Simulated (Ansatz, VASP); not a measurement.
## SiSbTe2 in VASP and in Ansatz

```
Si Sb Te
1.0
     4.06115    0.00000    0.00000
    -2.03057    3.51705    0.00000
     0.00000    0.00000    4.75607
Si Sb Te
1 1 2
Cartesian
  0.0000 0.0000 2.3780
  0.0000 0.0000 0.0000
  0.0000 2.3447 4.6992
  2.0306 1.1724 0.0569
```

Alike in both runs: task relaxation of cell and atoms; functional PBE; k mesh 6 × 6 × 4; occupations gaussian, width 0.1 eV; no spin polarisation.

```csv
,VASP,Ansatz
version,VASP 6.6.1,Ansatz 0.2.0
potentials or method,"VASP PAW PBE potentials, release 64 (Si, Sb, Te), cutoff 600 eV","scalar-relativistic, plane waves, PAW"
valence electrons in the cell,21,51
```

|  | VASP | Ansatz | Ansatz less VASP |
| --- | --- | --- | --- |
| gap on the k mesh at the Fermi level, each at its own relaxed structure (eV) | none | none | - |
| relaxed volume (Å³/atom) | 27.37 | 27.25 | -0.123 |
| relaxed cell length with the largest relative difference (Å) | 7.978 | 8.037 | +0.0581 |

A gap of «none» marks a metal or a gap that the smearing closes. VASP's potentials hold 21 valence electrons a cell and Ansatz's 51, so a difference there can come from the potentials and not from the codes.

Neither program's run includes spin-orbit coupling. Noted on VASP's run: the volume moved by over 15 % at a fixed basis, so the end points are rough.
